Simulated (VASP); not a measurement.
Input of a VASP 6.6.1 run:

Contents of INCAR:

```
ALGO     = Normal         # electronic algorithm
EDIFF    = 1E-6           # SCF threshold, eV
ENCUT    = 600            # plane-wave cutoff, eV
GGA      = PE             # functional
GGA_COMPAT= F            
ISIF     = 2              # what is computed and relaxed
ISMEAR   = 0              # smearing method
LASPH    = T              # aspherical terms in the spheres
LCHARG   = F              # write CHGCAR
LREAL    = F              # projectors in reciprocal space
LWAVE    = F              # write WAVECAR
NBANDS   = 11             # bands
NELM     = 120            # most SCF steps
PREC     = Accurate       # precision mode
SIGMA    = 0.01           # smearing width, eV
```

Contents of KPOINTS:

```
k-points
0
Gamma
  3 3 3
```

POSCAR

```
SiC
1.0
    0.0000000000      2.1037000000      2.1037000000
    2.1037000000      0.0000000000      2.1037000000
    2.1037000000      2.1037000000      0.0000000000
Si C
1 1
Direct
    0.0000000000      0.0000000000      0.0000000000
    0.3521176600      0.2401965700      0.1957721500
```

Potentials or basis: VASP PAW PBE potentials, release 64 (Si, C).

Run with:

```console
$ cat potpaw_PBE.64/Si/POTCAR potpaw_PBE.64/C/POTCAR > POTCAR
$ mpirun -np 1 vasp_std > vasp.out
```

Problem. Predict the largest force.

Solution. 10.003 eV/Å.

Problem. Predict the pressure.

Solution. 49.2 GPa.

Problem. What does it give for the band gap on the k mesh?

Solution. 1.65 eV, indirect (least direct gap 4.85 eV).

Forces on the atoms (eV/Å):
```
Si  -5.610  5.373  6.303
C    5.610 -5.373 -6.303
```

Caveat: the k points lie up to 0.86 Å⁻¹ apart; forces of over 1 eV/Å act on the atoms, so gaps and moduli don't describe the material at rest. A k mesh can miss the band edges.
